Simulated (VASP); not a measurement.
# GaP (F-43m) in VASP: further runs, part 2 of 2

VASP 6.6.1.

### 5 Single point, HF

This run uses another cell than the first one, of 19.03 Å³/atom.

Contents of POSCAR:

```
GaP
1.0
    0.0000000000      2.6696170428      2.6696170428
    2.6696170428      0.0000000000      2.6696170428
    2.6696170428      2.6696170428      0.0000000000
Ga P
1 1
Direct
    0.0000000000      0.0000000000      0.0000000000
    0.7500000000      0.7500000000      0.7500000000
```

Contents of INCAR.step1:

```
  PREC = Accurate
  ENCUT = 520
  EDIFF = 1E-5
  ISMEAR = -1
  SIGMA = 0.05
  LREAL = False
  LASPH = True
  NELM = 100
  ALGO = Normal
  ISIF = 2
  LWAVE = True
  LCHARG = False
  NBANDS = 16
  GGA = PE
```

Contents of INCAR.step2:

```
  PREC = Accurate
  ENCUT = 520
  EDIFF = 1E-6
  ISMEAR = -1
  SIGMA = 0.05
  LREAL = False
  LASPH = True
  NELM = 100
  ALGO = Normal
  ISIF = 2
  LWAVE = False
  LCHARG = False
  GGA = PE
  LHFCALC = True
  AEXX = 1.0
  ALDAC = 0.0
  AGGAC = 0.0
  PRECFOCK = Normal
  NBANDS = 16
  ISTART = 1
```

Contents of KPOINTS:

```
regular mesh
0
Gamma
  4 4 4
```

Potentials or basis: VASP PAW PBE potentials, release 64 (Ga_d, P).

Launch:

```bash
$ cat potpaw_PBE.64/Ga_d/POTCAR potpaw_PBE.64/P/POTCAR > POTCAR
$ cp INCAR.step1 INCAR
$ mpirun -np 1 vasp_std > vasp.out
$ cp INCAR.step2 INCAR
$ mpirun -np 1 vasp_std > vasp.out
```

OUTCAR:

```text
PREC = Accurate
   ENCUT = 520
   EDIFF = 1E-6
   ISMEAR = -1
   LREAL = False
   LASPH = True
   NELM = 100
   ISIF = 2
   GGA = PE
   LHFCALC = True
   AEXX = 1.0
   PRECFOCK = Normal
   ISTART = 1

 ion  position               nearest neighbor table
   1  0.000  0.000  0.000-   2 2.31   2 2.31   2 2.31   2 2.31
   2  0.750  0.750  0.750-   1 2.31   1 2.31   1 2.31   1 2.31

  LATTYP: Found a face centered cubic cell.
 ALAT       =     5.3392340856

  Lattice vectors:

 A1 = (   0.0000000000,   2.6696170428,   2.6696170428)
 A2 = (   2.6696170428,   0.0000000000,   2.6696170428)
 A3 = (   2.6696170428,   2.6696170428,   0.0000000000)

Analysis of symmetry for initial positions (statically):
=====================================================================
 Subroutine PRICEL returns:
 Original cell was already a primitive cell.

 Routine SETGRP: Setting up the symmetry group for a
 face centered cubic supercell.
[... 151 lines left out ...]
  ext. energy  EPLUGINS =         0.00000000
  ---------------------------------------------------
  free energy    TOTEN  =       -17.12808282 eV

  energy without entropy =      -17.12808282  energy(sigma->0) =      -17.12808282

 E-fermi :   4.1147     XC(G=0):   0.0000

 val. band max:        3.0587837104   @ k =   0.0000   0.0000   0.0000
 cond. band min:      10.8515844331   @ k =   0.5000   0.5000   0.0000
 fundamental gap:      7.7928007227
 Fermi energy:         4.1146710543

 k-point     1 :       0.0000    0.0000    0.0000
  band No.  band energies     occupation
      1     -21.4148      2.00000
      2     -21.4148      2.00000
      3     -21.4148      2.00000
      4     -21.2744      2.00000
      5     -21.2744      2.00000
      6     -14.9316      2.00000
[... 129 lines left out ...]
      3     -21.3550      2.00000
      4     -21.2902      2.00000
      5     -21.2682      2.00000
      6     -10.5810      2.00000
[... 8 lines left out ...]
     15      24.4875      0.00000
     16      26.5444      0.00000

------------------------ aborting loop because EDIFF is reached ----------------------------------------

  FORCE on cell =-STRESS in cart. coord.  units (eV):
  Direction    XX          YY          ZZ          XY          YZ          ZX
  --------------------------------------------------------------------------------------
  -------------------------------------------------------------------------------------
  Total        3.1225834      3.1225834      3.1225834     -0.0000000      0.0000000      0.0000000
  in kB      131.4763777    131.4763777    131.4763777     -0.0000000      0.0000000      0.0000000
  external PRESSURE =     131.4763777 kB  Pullay stress =       0.0000000 kB

 VOLUME and BASIS-vectors are now :
 -----------------------------------------------------------------------------
  energy-cutoff  :      520.00
  volume of cell :       38.05
      direct lattice vectors                 reciprocal lattice vectors
     0.000000000  2.669617043  2.669617043    -0.187292781  0.187292781  0.187292781
     2.669617043  0.000000000  2.669617043     0.187292781 -0.187292781  0.187292781
     2.669617043  2.669617043  0.000000000     0.187292781  0.187292781 -0.187292781

 POSITION                                       TOTAL-FORCE (eV/Angst)
 -----------------------------------------------------------------------------------
      0.00000      0.00000      0.00000        -0.000000     -0.000000      0.000000
      4.00443      4.00443      4.00443         0.000000      0.000000     -0.000000
 -----------------------------------------------------------------------------------
    total drift:                                0.000050      0.000037      0.000019

  FREE ENERGIE OF THE ION-ELECTRON SYSTEM (eV)
  ---------------------------------------------------
  free  energy   TOTEN  =       -17.1280828244 eV

  energy  without entropy=      -17.1280828243  energy(sigma->0) =      -17.12808282
```

Run time: 11 min. Hardware: 1 thread of AMD EPYC 7R43 (Zen 3), shared host; peak memory 0.14 GiB.

What came out:

- Free energy: -17.1281 eV
- Pressure: 13.1 GPa
- Band gap on the k mesh: 7.79 eV (least direct gap 10.13 eV)

Levels at points of the mesh, in eV from the valence-band top:
```csv
k point,band 7,band 8,band 9,band 10,band 11,band 12
"(0.00, 0.00, 0.00)",0.00,0.00,0.00,10.13,11.07,11.07
"(0.50, 0.00, 0.00)",-9.23,-1.55,-1.55,9.02,11.91,11.91
"(0.50, 0.50, 0.00)",-9.19,-3.79,-3.79,7.79,8.45,20.60
```

Caveat: the k points lie up to 0.51 Å⁻¹ apart; the PAW data sets were made with another functional, which shifts forces and pressure a little. A k mesh can miss the band edges.

### 6 Single point, HF

This run uses another cell than the first one, of 19.43 Å³/atom.

Contents of POSCAR:

```
GaP
1.0
    0.0000000000      2.6884177822      2.6884177822
    2.6884177822      0.0000000000      2.6884177822
    2.6884177822      2.6884177822      0.0000000000
Ga P
1 1
Direct
    0.0000000000      0.0000000000      0.0000000000
    0.7500000000      0.7500000000      0.7500000000
```

Contents of INCAR.step1:

```
SYSTEM = GaP
  PREC = Accurate
  ENCUT = 520
  EDIFF = 1E-5
  ISMEAR = -1
  SIGMA = 0.05
  LREAL = .FALSE.
  LASPH = .TRUE.
  NELM = 80
  ALGO = Normal
  ISIF = 2
  LWAVE = .TRUE.
  LCHARG = .FALSE.
  GGA = PE
  NBANDS = 16
```

Contents of INCAR.step2:

```
SYSTEM = GaP
  PREC = Accurate
  ENCUT = 520
  EDIFF = 1E-6
  ISMEAR = -1
  SIGMA = 0.05
  LREAL = .FALSE.
  LASPH = .TRUE.
  NELM = 80
  ALGO = Normal
  ISIF = 2
  LWAVE = .FALSE.
  LCHARG = .FALSE.
  GGA = PE
  LHFCALC = .TRUE.
  AEXX = 1.0
  ALDAC = 0.0
  AGGAC = 0.0
  PRECFOCK = Normal
  ISTART = 1
  NBANDS = 16
```

Contents of KPOINTS:

```
regular mesh
0
G
  4 4 4
  0 0 0
```

Potentials or basis: VASP PAW PBE potentials, release 64 (Ga_d, P).

Launch:

```bash
$ cat potpaw_PBE.64/Ga_d/POTCAR potpaw_PBE.64/P/POTCAR > POTCAR
$ cp INCAR.step1 INCAR
$ mpirun -np 1 vasp_std > vasp.out
$ cp INCAR.step2 INCAR
$ mpirun -np 1 vasp_std > vasp.out
```

Wall time 11 min (1 thread of AMD EPYC 7R43 (Zen 3), shared host); peak memory 0.13 GiB.

Results (log left out):

```
Free energy            : -17.1872 eV
Pressure               : 10.2 GPa
Band gap on the k mesh : 7.82 eV (least direct gap 9.89 eV)
```

Levels at points of the mesh, in eV from the valence-band top:
| k point | band 7 | band 8 | band 9 | band 10 | band 11 | band 12 |
| --- | --- | --- | --- | --- | --- | --- |
| (0.00, 0.00, 0.00) | 0.00 | 0.00 | 0.00 | 9.89 | 11.05 | 11.05 |
| (0.50, 0.00, 0.00) | -9.07 | -1.51 | -1.51 | 8.92 | 11.90 | 11.90 |
| (0.50, 0.50, 0.00) | -9.05 | -3.70 | -3.70 | 7.82 | 8.46 | 20.38 |

Caveat: the k points lie up to 0.51 Å⁻¹ apart; the PAW data sets were made with another functional, which shifts forces and pressure a little.

### 7 Summary

```csv
level,cell,k mesh,smearing,grid for exact exchange (PRECFOCK),share of exact exchange,gap on the mesh (eV),pressure (GPa)
PBE,"a = 3.854 Å, angles 60.0°, 2 atoms",4 × 4 × 4,fermi-dirac 0.04 eV,-,-,1.63,2.8
PBE,"a = 3.854 Å, angles 60.0°, 2 atoms",8 × 8 × 8,gaussian 0.019 eV,-,-,1.64,2.4
PBE,"a = 3.854 Å, angles 60.0°, 2 atoms",8 × 8 × 8,gaussian 0.025 eV,-,-,1.64,2.5
HF,"a = 3.775 Å, angles 60.0°, 2 atoms",4 × 4 × 4,fermi-dirac 0.05 eV,Normal,1,7.79,13.1
HF,"a = 3.802 Å, angles 60.0°, 2 atoms",4 × 4 × 4,fermi-dirac 0.05 eV,Normal,1,7.82,10.2
```

Alike in all rows: task single point; potentials or basis VASP PAW PBE potentials, release 64 (Ga_d, P); no spin polarisation; cutoff (eV) 520.

Caveats: some runs use coarse meshes; the PAW data sets were made with another functional, which shifts forces and pressure a little (at least some runs).

Total energies depend on the potentials used, so only differences within one code and one set of settings carry meaning.
